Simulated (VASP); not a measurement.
# Ni (Fm-3m) in VASP: further runs, part 2 of 2

VASP 6.6.1. The steps go on from the part before.

## Step 3: Single point, PBEsol, collinear spin, ferromagnetic start

File INCAR:

```
SYSTEM = Ni
PREC     = Accurate       ! precision mode
ENCUT    = 520            ! plane-wave cutoff, eV
EDIFF    = 1E-7           ! SCF threshold, eV
ISMEAR   = 0              ! smearing method
SIGMA    = 0.15           ! smearing width, eV
LREAL    = .FALSE.        ! projectors in reciprocal space
LASPH    = .TRUE.         ! aspherical terms in the spheres
NELM     = 150            ! most SCF steps
ALGO     = Fast           ! electronic algorithm
ISIF     = 2              ! what is computed and relaxed
LWAVE    = .FALSE.        ! write WAVECAR
LCHARG   = .FALSE.        ! write CHGCAR
ISPIN    = 2              ! spin polarisation
MAGMOM   = 0.81           ! initial moments
LORBIT   = 11             ! projections on sites
LMAXMIX  = 4              ! l up to which the mixer works
GGA      = PS             ! functional
NBANDS   = 15             ! bands
```

File KPOINTS:

```
Automatic mesh
0
G
  26 26 26
  0 0 0
```

File POSCAR:

```
Ni
1.0
    0.0000000000      1.7679500000      1.7679500000
    1.7679500000      0.0000000000      1.7679500000
    1.7679500000      1.7679500000      0.0000000000
Ni
1
Direct
    0.0000000000      0.0000000000      0.0000000000
```

Potentials or basis: VASP PAW PBE potentials, release 64 (Ni).

Run with:

```bash
$ cat potpaw_PBE.64/Ni/POTCAR > POTCAR
$ mpirun -np 1 vasp_std > vasp.out
```

OUTCAR:

```text
SYSTEM = Ni
   PREC = Accurate
   ENCUT = 520
   EDIFF = 1E-7
   ISMEAR = 0
   LREAL = .FALSE.
   LASPH = .TRUE.
   NELM = 150
   ISIF = 2
   ISPIN = 2
   LORBIT = 11
   GGA = PS

 ion  position               nearest neighbor table
   1  0.000  0.000  0.000-

  LATTYP: Found a face centered cubic cell.
 ALAT       =     3.5359000000

  Lattice vectors:

 A1 = (   0.0000000000,   1.7679500000,   1.7679500000)
 A2 = (   1.7679500000,   0.0000000000,   1.7679500000)
 A3 = (   1.7679500000,   1.7679500000,   0.0000000000)

Analysis of symmetry for initial positions (statically):
=====================================================================
 Subroutine PRICEL returns:
 Original cell was already a primitive cell.

 Routine SETGRP: Setting up the symmetry group for a
 face centered cubic supercell.

 Subroutine GETGRP returns: Found 48 space group operations
 (whereof 48 operations were pure point group operations)
 out of a pool of 48 trial point group operations.

The static configuration has the point symmetry O_h .

Analysis of symmetry for dynamics (positions and initial velocities):
=====================================================================
 Subroutine PRICEL returns:
 Original cell was already a primitive cell.

 Routine SETGRP: Setting up the symmetry group for a
 face centered cubic supercell.

 Subroutine GETGRP returns: Found 48 space group operations
 (whereof 48 operations were pure point group operations)
 out of a pool of 48 trial point group operations.

The dynamic configuration has the point symmetry O_h .

Analysis of structural, dynamic, and magnetic symmetry:
=====================================================================
 Subroutine PRICEL returns:
 Original cell was already a primitive cell.

 Routine SETGRP: Setting up the symmetry group for a
 face centered cubic supercell.

 Subroutine GETGRP returns: Found 48 space group operations
 (whereof 48 operations were pure point group operations)
 out of a pool of 48 trial point group operations.

The overall configuration has the point symmetry O_h .

 Subroutine INISYM returns: Found 48 space group operations
 (whereof 48 operations are pure point group operations),
 and found     1 'primitive' translations

----------------------------------------------------------------------------------------

                                     Primitive cell

  volume of cell :      11.0520

  direct lattice vectors                    reciprocal lattice vectors
     0.000000000  1.767950000  1.767950000    -0.282813428  0.282813428  0.282813428
     1.767950000  0.000000000  1.767950000     0.282813428 -0.282813428  0.282813428
     1.767950000  1.767950000  0.000000000     0.282813428  0.282813428 -0.282813428

  length of vectors
     2.500258868  2.500258868  2.500258868     0.489847226  0.489847226  0.489847226

  position of ions in fractional coordinates (direct lattice)
     0.000000000  0.000000000  0.000000000

  ion indices of the primitive-cell ions
   primitive index   ion index
                 1           1

----------------------------------------------------------------------------------------

 KPOINTS: Automatic mesh

Automatic generation of k-mesh.
 Grid dimensions read from file:
 generate k-points for:   26   26   26

 Generating k-lattice:

[... 66 lines left out ...]
   NFREE  =      0    steps in history (QN), initial steepest desc. (CG)
   ISIF   =      2    stress and relaxation
   ISYM   =      2    0-nonsym 1-usesym 2-fastsym
   POTIM  = 0.5000    time-step for ionic-motion
   TEBEG  =    0.0;   TEEND  =   0.0 temperature during run
   PSTRESS=    0.0 pullay stress
   NELECT =      10.0000    total number of electrons
   NUPDOWN=      -1.0000    fix difference up-down
   EMIN   =  10.00;   EMAX   =-10.00  energy-range for DOS
   EFERMI =   0.00;   METHOD = LEGACY
   ISMEAR =     0;   SIGMA  =   0.15  broadening in eV -4-tet -1-fermi 0-gaus
   EFERMI_NEDOS =   21; number of points for ismear=-14 and -15
   IALGO  =     68    algorithm
   IMIX   =      4    mixing-type and parameters
     AMIX     =   0.40;   BMIX     =  1.00
     AMIX_MAG =   1.60;   BMIX_MAG =  1.00
  volume/ion in A,a.u.               =      11.05        74.58
  Fermi-wavevector in a.u.,A,eV,Ry     =   1.583415  2.992221 34.112584  2.507204
  Thomas-Fermi vector in A             =   2.683189
   LORBIT       =     11    0 simple, 1 ext, 2 COOP (PROOUT), +10 PAW based schemes
   GGA     = PS    functional components
   LHFCALC =     F    Hartree Fock is set to
   AEXX    =    0.0000 exact exchange contribution
   IVDW    =     0    specifies the selected vdW correction
   LEPSILON=     F    determine dielectric tensor
   LRPA    =     F    only Hartree local field effects (RPA)
 spin polarized calculation
 RMM-DIIS sequential band-by-band and
 Gauss-broadening in eV      SIGMA  =   0.15
  energy-cutoff  :      520.00
  volume of cell :       11.05
 maximum number of plane-waves:       308
   NGX =  9   NGY =  9   NGZ =  9

 number of electron      10.0000010 magnetization       0.6271636

 Free energy of the ion-electron system (eV)
  ---------------------------------------------------
  ext. energy  EPLUGINS =         0.00000000
  ---------------------------------------------------
  free energy    TOTEN  =        -6.11781310 eV

  energy without entropy =       -6.09696703  energy(sigma->0) =       -6.10739006

 E-fermi :   8.9651     XC(G=0): -13.3419

 val. band max:        8.9645154653   @ k =  -0.4615   0.2308   0.1154
 cond. band min:       8.9657169613   @ k =  -0.3846   0.1923   0.0385
 fundamental gap:      0.0012014960
 Fermi energy:         8.9651354434

 spin component 1

 k-point     1 :       0.0000    0.0000    0.0000
  band No.  band energies     occupation
      1       0.0196      1.00000
      2       6.5832      1.00000
      3       6.5832      1.00000
      4       6.5832      1.00000
      5       7.7256      1.00000
      6       7.7256      1.00000
      7      32.5328      0.00000
      8      36.2484      0.00000
      9      36.2484      0.00000
     10      36.2484      0.00000
     11      39.1166      0.00000
     12      39.1166      0.00000
     13      39.1166      0.00000
     14      42.1846      0.00000
[... 403 lines left out ...]
      4       6.9156      1.00000
      5       8.2209      1.00000
      6       8.2264      1.00000
      7      17.7254      0.00000
      8      31.2464      0.00000
      9      32.3292      0.00000
     10      34.0717      0.00000
     11      36.8439      0.00000
     12      38.2628      0.00000
     13      42.0928      0.00000
     14      49.2683      0.00000
     15      51.7741      0.00000

 [... further k-points ...]

 spin component 2

 k-point     1 :       0.0000    0.0000    0.0000
  band No.  band energies     occupation
      1       0.0048      1.00000
      2       7.3058      1.00000
      3       7.3058      1.00000
      4       7.3058      1.00000
      5       8.3401      1.00000
      6       8.3401      1.00000
      7      32.4143      0.00000
      8      36.2505      0.00000
      9      36.2505      0.00000
     10      36.2505      0.00000
     11      39.2307      0.00000
     12      39.2307      0.00000
     13      39.2307      0.00000
     14      42.0867      0.00000
[... 403 lines left out ...]
      4       7.3446      1.00000
      5       8.9132      0.68788
      6       8.9515      0.55118
      7      17.9784      0.00000
      8      31.1608      0.00000
      9      32.4266      0.00000
     10      34.1763      0.00000
     11      36.8846      0.00000
     12      38.3158      0.00000
     13      42.1823      0.00000
     14      49.3656      0.00000
     15      51.8536      0.00000

 [... further k-points ...]
[... 5 lines left out ...]
  --------------------------------------------------------------------------------------
  -------------------------------------------------------------------------------------
  Total       -0.8428120     -0.8428120     -0.8428120      0.0000000      0.0000000      0.0000000
  in kB     -122.1803454   -122.1803454   -122.1803454      0.0000000      0.0000000      0.0000000
  external PRESSURE =    -122.1803454 kB  Pullay stress =       0.0000000 kB

 VOLUME and BASIS-vectors are now :
 -----------------------------------------------------------------------------
  energy-cutoff  :      520.00
  volume of cell :       11.05
      direct lattice vectors                 reciprocal lattice vectors
     0.000000000  1.767950000  1.767950000    -0.282813428  0.282813428  0.282813428
     1.767950000  0.000000000  1.767950000     0.282813428 -0.282813428  0.282813428
     1.767950000  1.767950000  0.000000000     0.282813428  0.282813428 -0.282813428

 POSITION                                       TOTAL-FORCE (eV/Angst)
 -----------------------------------------------------------------------------------
      0.00000      0.00000      0.00000        -0.000000      0.000000      0.000000
 -----------------------------------------------------------------------------------
    total drift:                                0.000000     -0.000000      0.000000

  FREE ENERGIE OF THE ION-ELECTRON SYSTEM (eV)
  ---------------------------------------------------
  free  energy   TOTEN  =        -6.1178130994 eV

  energy  without entropy=       -6.0969670254  energy(sigma->0) =       -6.10739006

 total charge

# of ion       s       p       d       tot
------------------------------------------
    1        0.494   0.489   8.303   9.285

 magnetization (x)

# of ion       s       p       d       tot
------------------------------------------
    1       -0.006  -0.023   0.668   0.638
```

Wall time 2.7 min (1 thread of Intel Xeon Platinum 8375C at 2.90GHz (Ice Lake), shared host); peak memory 0.23 GiB.

What came out:

```
Free energy                                           : -6.1178 eV
Pressure                                              : -12.2 GPa
Net moment                                            : 0.63 μB per cell
Site moments                                          : Ni +0.64 μB
Valence electrons inside the program's atomic spheres : Ni 9.29
```

Caveat: the PAW data sets were made with another functional, which shifts forces and pressure a little.
